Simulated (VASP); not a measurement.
# NaCl (Fm-3m) in VASP: elastic constants with LDA

Aim: the elastic constants of NaCl with LDA.

Program: VASP 6.6.1. These are calculated values, not measurements. Logs are shortened: lines on timing, memory, paths and dates and some standing lists are left out, and cuts for length are marked.

## 1. The cell of the first run

The structure is cubic, space group Fm-3m (No. 225). Conventional cell: a = 5.464 Å, b = 5.464 Å, c = 5.464 Å, α = 90.00°, β = 90.00°, γ = 90.00°. Na (site symmetry m-3m) has 6 Cl at 2.73 Å within 3.6 Å. Cl (site symmetry m-3m) has 6 Na at 2.73 Å within 3.6 Å.

## 2. Elastic constants, LDA

Input file INCAR:

```
SYSTEM = NaCl
  PREC = Accurate
  ENCUT = 600
  EDIFF = 1E-8
  ISMEAR = 0
  SIGMA = 0.01
  LREAL = .False.
  LASPH = .True.
  NELM = 100
  ALGO = Normal
  ISIF = 3
  LWAVE = .False.
  LCHARG = .False.
  GGA = CA
  NBANDS = 14
  IBRION = 6
  NFREE = 2
  POTIM = 0.015
  NSW = 1
```

Input file KPOINTS:

```
Automatic mesh
0
Gamma
  8 8 8
  0 0 0
```

Input file POSCAR:

```
NaCl
1.0
    2.7321942157      2.7321942157      0.0000000000
   -2.7321942157      2.7321942157      0.0000000000
    0.0000000000      2.7321942157      2.7321942157
Na Cl
1 1
Direct
    0.0000000000      0.0000000000      0.0000000000
    0.5000000000      0.5000000000      0.0000000000
```

Potentials or basis: VASP PAW LDA potentials, release 64 (Na_pv, Cl).

Launch:

```console
$ cat potpaw_LDA.64/Na_pv/POTCAR potpaw_LDA.64/Cl/POTCAR > POTCAR
$ mpirun -np 1 vasp_std > vasp.out
```

OUTCAR:

```text
SYSTEM = NaCl
   PREC = Accurate
   ENCUT = 600
   EDIFF = 1E-8
   ISMEAR = 0
   LREAL = .False.
   LASPH = .True.
   NELM = 100
   ISIF = 3
   GGA = CA
   IBRION = 6
   NFREE = 2
   POTIM = 0.015
   NSW = 1

 ion  position               nearest neighbor table
   1  0.000  0.000  0.000-
   2  0.500  0.500  0.000-

  LATTYP: Found a face centered cubic cell.
 ALAT       =     5.4643884314

  Lattice vectors:

 A1 = (   0.0000000000,   2.7321942157,   2.7321942157)
 A2 = (   2.7321942157,   0.0000000000,   2.7321942157)
 A3 = (   2.7321942157,   2.7321942157,   0.0000000000)

Analysis of symmetry for initial positions (statically):
=====================================================================
 Subroutine PRICEL returns:
 Original cell was already a primitive cell.

 Routine SETGRP: Setting up the symmetry group for a
 face centered cubic supercell.

 Subroutine GETGRP returns: Found 48 space group operations
 (whereof 48 operations were pure point group operations)
 out of a pool of 48 trial point group operations.

The static configuration has the point symmetry O_h .

Analysis of symmetry for dynamics (positions and initial velocities):
=====================================================================
 Subroutine PRICEL returns:
 Original cell was already a primitive cell.

 Routine SETGRP: Setting up the symmetry group for a
 face centered cubic supercell.

 Subroutine GETGRP returns: Found 48 space group operations
 (whereof 48 operations were pure point group operations)
 out of a pool of 48 trial point group operations.

The dynamic configuration has the point symmetry O_h .

 Subroutine INISYM returns: Found 48 space group operations
 (whereof 48 operations are pure point group operations),
 and found     1 'primitive' translations

----------------------------------------------------------------------------------------

                                     Primitive cell

  volume of cell :      40.7910

  direct lattice vectors                    reciprocal lattice vectors
     2.732194216  2.732194216  0.000000000     0.183003096  0.183003096 -0.183003096
    -2.732194216  2.732194216  0.000000000    -0.183003096  0.183003096 -0.183003096
     0.000000000  2.732194216  2.732194216     0.000000000  0.000000000  0.366006192

  length of vectors
     3.863906115  3.863906115  3.863906115     0.316970660  0.316970660  0.366006192

  position of ions in fractional coordinates (direct lattice)
     0.000000000  0.000000000  0.000000000
     0.500000000  0.500000000  0.000000000

  ion indices of the primitive-cell ions
   primitive index   ion index
                 1           1
                 2           2

----------------------------------------------------------------------------------------

 KPOINTS: Automatic mesh

Automatic generation of k-mesh.
 Grid dimensions read from file:
 generate k-points for:    8    8    8

 Generating k-lattice:

  Cartesian coordinates                     Fractional coordinates (reciprocal lattice)
     0.022875387  0.022875387 -0.022875387     0.125000000  0.000000000  0.000000000
    -0.022875387  0.022875387 -0.022875387     0.000000000  0.125000000  0.000000000
     0.000000000  0.000000000  0.045750774     0.000000000  0.000000000  0.125000000

  Length of vectors
     0.039621332  0.039621332  0.045750774

  Shift w.r.t. Gamma in fractional coordinates (k-lattice)
     0.000000000  0.000000000  0.000000000

 Subroutine IBZKPT returns following result:
 ===========================================

 Found     29 irreducible k-points:

 Following reciprocal coordinates:
            Coordinates               Weight
  0.000000  0.000000  0.000000      1.000000
  0.125000  0.000000  0.000000      8.000000
  0.250000  0.000000  0.000000      8.000000
  0.375000  0.000000  0.000000      8.000000
  0.500000  0.000000  0.000000      4.000000
  0.125000  0.125000  0.000000     12.000000
[... 16 lines left out ...]
  0.375000  0.250000  0.125000     48.000000
[... 36 lines left out ...]
   EFERMI_NEDOS =   21; number of points for ismear=-14 and -15
   IALGO  =     38    algorithm
   IMIX   =      4    mixing-type and parameters
     AMIX     =   0.40;   BMIX     =  1.00
     AMIX_MAG =   1.60;   BMIX_MAG =  1.00
  volume/ion in A,a.u.               =      20.40       137.64
  Fermi-wavevector in a.u.,A,eV,Ry     =   1.146206  2.166015 17.875168  1.313788
  Thomas-Fermi vector in A             =   2.282891
   LORBIT       =      0    0 simple, 1 ext, 2 COOP (PROOUT), +10 PAW based schemes
   GGA     = CA    functional components
   LHFCALC =     F    Hartree Fock is set to
   AEXX    =    0.0000 exact exchange contribution
   IVDW    =     0    specifies the selected vdW correction
   LEPSILON=     F    determine dielectric tensor
   LRPA    =     F    only Hartree local field effects (RPA)
 finite differences with symmetry
 non-spin polarized calculation
 Gauss-broadening in eV      SIGMA  =   0.01
  energy-cutoff  :      600.00
  volume of cell :       40.79
 maximum number of plane-waves:      1380
   NGX = 15   NGY = 15   NGZ = 15

--------------------------------------- Ionic step        1  -------------------------------------------

 number of electron      14.0000003 magnetization

 Free energy of the ion-electron system (eV)
  ---------------------------------------------------
  ext. energy  EPLUGINS =         0.00000000
  ---------------------------------------------------
  free energy    TOTEN  =        -7.38939265 eV

  energy without entropy =       -7.38939265  energy(sigma->0) =       -7.38939265

------------------------ aborting loop because EDIFF is reached ----------------------------------------

  FORCE on cell =-STRESS in cart. coord.  units (eV):
  Direction    XX          YY          ZZ          XY          YZ          ZX
  --------------------------------------------------------------------------------------
  -------------------------------------------------------------------------------------
  Total        0.0056337      0.0056337      0.0056337     -0.0000000      0.0000000     -0.0000000
  in kB        0.2212800      0.2212800      0.2212800     -0.0000000      0.0000000     -0.0000000
  external PRESSURE =       0.2212800 kB  Pullay stress =       0.0000000 kB
[... 89 lines left out ...]
  FREE ENERGIE OF THE ION-ELECTRON SYSTEM (eV)
  ---------------------------------------------------
  free  energy   TOTEN  =        -7.3871189120 eV

  energy  without entropy=       -7.3871189120  energy(sigma->0) =       -7.38711891

[... ionic steps 4 to 14 ...]

--------------------------------------- Ionic step       15  -------------------------------------------

 number of electron      14.0000002 magnetization

------------------------ aborting loop because EDIFF is reached ----------------------------------------
[... 67 lines left out ...]
--------------------------------------- Ionic step       17  -------------------------------------------

 number of electron      14.0000002 magnetization

 Free energy of the ion-electron system (eV)
  ---------------------------------------------------
  ext. energy  EPLUGINS =         0.00000000
  ---------------------------------------------------
  free energy    TOTEN  =        -7.38918467 eV

  energy without entropy =       -7.38918467  energy(sigma->0) =       -7.38918467

 E-fermi :  -0.3088     XC(G=0):  -9.1377

 val. band max:       -0.3581693598   @ k =   0.0000   0.0000   0.0000
 cond. band min:       4.7228813006   @ k =   0.0000   0.0000   0.0000
 fundamental gap:      5.0810506603
 Fermi energy:        -0.3087747548

 k-point     1 :       0.0000    0.0000    0.0000
  band No.  band energies     occupation
      1     -20.9853      2.00000
      2     -20.9852      2.00000
      3     -20.9852      2.00000
      4     -13.1816      2.00000
      5      -0.3582      2.00000
      6      -0.3582      2.00000
      7      -0.3582      2.00000
      8       4.7229      0.00000
      9      10.5715      0.00000
     10      10.5715      0.00000
     11      10.5716      0.00000
     12      12.9288      0.00000
     13      12.9293      0.00000
     14      14.4570      0.00000
[... 377 lines left out ...]
      1     -21.0240      2.00000
      2     -20.9982      2.00000
      3     -20.9921      2.00000
      4     -12.6707      2.00000
      5      -2.3679      2.00000
      6      -1.3030      2.00000
      7      -0.8711      2.00000
      8       7.8536      0.00000
      9       9.2164      0.00000
     10       9.9968      0.00000
     11      11.4149      0.00000
     12      14.1762      0.00000
     13      15.5779      0.00000
     14      16.7206      0.00000

 [... further k-points ...]
[... 5 lines left out ...]
  --------------------------------------------------------------------------------------
  -------------------------------------------------------------------------------------
  Total        0.0097721      0.0065049      0.0065049      0.0000000      0.0000000      0.0000000
  in kB        0.3838271      0.2554968      0.2554968      0.0000000      0.0000000      0.0000000
  external PRESSURE =       0.2982736 kB  Pullay stress =       0.0000000 kB
[... 17 lines left out ...]
  FREE ENERGIE OF THE ION-ELECTRON SYSTEM (eV)
  ---------------------------------------------------
  free  energy   TOTEN  =        -7.3891846749 eV

  energy  without entropy=       -7.3891846749  energy(sigma->0) =       -7.38918467

 INTERNAL STRAIN TENSORS FROM STRAINED CELLS
 ============================================

 INTERNAL STRAIN TENSOR FOR ION    1 for displacements in x,y,z  (eV/Angst):
          X           Y           Z          XY          YZ          ZX
  --------------------------------------------------------------------------------
  x     0.00000     0.00000    -0.00000     0.00000     0.00000     0.00000
  y    -0.00000     0.00000    -0.00000     0.00000    -0.00000    -0.00000
  z     0.00000     0.00000     0.00000     0.00000     0.00000     0.00000

 INTERNAL STRAIN TENSORS FROM DISPLACED ATOMS
 ============================================

 INTERNAL STRAIN TENSOR FOR ION    1 for displacements in x,y,z  (eV/Angst):
          X           Y           Z          XY          YZ          ZX
  --------------------------------------------------------------------------------
  x     0.00000     0.00000     0.00000     0.00000     0.00000     0.00000
  y     0.00000     0.00000     0.00000     0.00000     0.00000     0.00000
  z     0.00000     0.00000     0.00000     0.00000     0.00000     0.00000

 INTERNAL STRAIN TENSOR FOR ION    2 for displacements in x,y,z  (eV/Angst):
          X           Y           Z          XY          YZ          ZX
  --------------------------------------------------------------------------------
  x     0.00000     0.00000     0.00000     0.00000     0.00000     0.00000
  y     0.00000     0.00000     0.00000     0.00000     0.00000     0.00000
  z     0.00000     0.00000     0.00000     0.00000     0.00000     0.00000

 Eigenvectors and eigenvalues of the dynamical matrix
 ----------------------------------------------------

   1 f  =    5.682056 THz    35.701409 2PiTHz  189.532975 cm-1    23.499083 meV
             X         Y         Z           dx          dy          dz
      0.000000  0.000000  0.000000    -0.778215    0.000000    0.000000
      0.000000  2.732194  0.000000     0.627997    0.000000    0.000000
[... 21 lines left out ...]
   6 f/i=    0.005850 THz     0.036756 2PiTHz    0.195130 cm-1     0.024193 meV
             X         Y         Z           dx          dy          dz
      0.000000  0.000000  0.000000    -0.000000    0.000000   -0.627997
      0.000000  2.732194  0.000000     0.000000    0.000000   -0.778215

--------------------------------------------------------------------------------------------------------

 ELASTIC MODULI CONTR FROM IONIC RELAXATION (kBar)
 Direction    XX          YY          ZZ          XY          YZ          ZX
 --------------------------------------------------------------------------------
 XX           0.0000      0.0000      0.0000      0.0000      0.0000      0.0000
 YY           0.0000      0.0000      0.0000      0.0000      0.0000      0.0000
 ZZ           0.0000      0.0000      0.0000      0.0000      0.0000      0.0000
 XY           0.0000      0.0000      0.0000      0.0000      0.0000      0.0000
 YZ           0.0000      0.0000      0.0000      0.0000      0.0000      0.0000
 ZX           0.0000      0.0000      0.0000      0.0000      0.0000      0.0000
 --------------------------------------------------------------------------------

 TOTAL ELASTIC MODULI (kBar)
 Direction    XX          YY          ZZ          XY          YZ          ZX
 --------------------------------------------------------------------------------
 XX         710.1754    131.3822    131.3822      0.0000      0.0000      0.0000
 YY         131.3822    710.1754    131.3822     -0.0000      0.0000      0.0000
 ZZ         131.3822    131.3822    710.1754      0.0000     -0.0000     -0.0000
 XY           0.0000     -0.0000      0.0000    128.8155      0.0000      0.0000
 YZ           0.0000      0.0000     -0.0000      0.0000    128.8155      0.0000
 ZX           0.0000      0.0000     -0.0000      0.0000      0.0000    128.8155
 --------------------------------------------------------------------------------
```

Wall time 15 min (1 thread of Intel Xeon 8259CL, shared host); peak memory 0.28 GiB.

Results:

```
Elastic constants C11, C12, C44                         : 71, 13, 13 GPa
Voigt bulk modulus                                      : 32 GPa
Highest phonon frequency at Γ, LO-TO splitting left out : 190 cm⁻¹
```

Phonon frequencies in cm⁻¹ (negative: imaginary):
| q point | frequencies |
| --- | --- |
| (0.000, 0.000, 0.000) | 0 0 0 190 190 190 |

Elastic tensor in Voigt notation (GPa, in the Cartesian axes of the cell as first typed):
```
71 13 13  0  0  0
13 71 13  0  0  0
13 13 71  0  0  0
 0  0  0 13  0  0
 0  0  0  0 13  0
 0  0  0  0  0 13
```

Clamped-ion elastic tensor (GPa):
```
71 13 13  0  0  0
13 71 13  0  0  0
13 13 71  0  0  0
 0  0  0 13  0  0
 0  0  0  0 13  0
 0  0  0  0  0 13
```
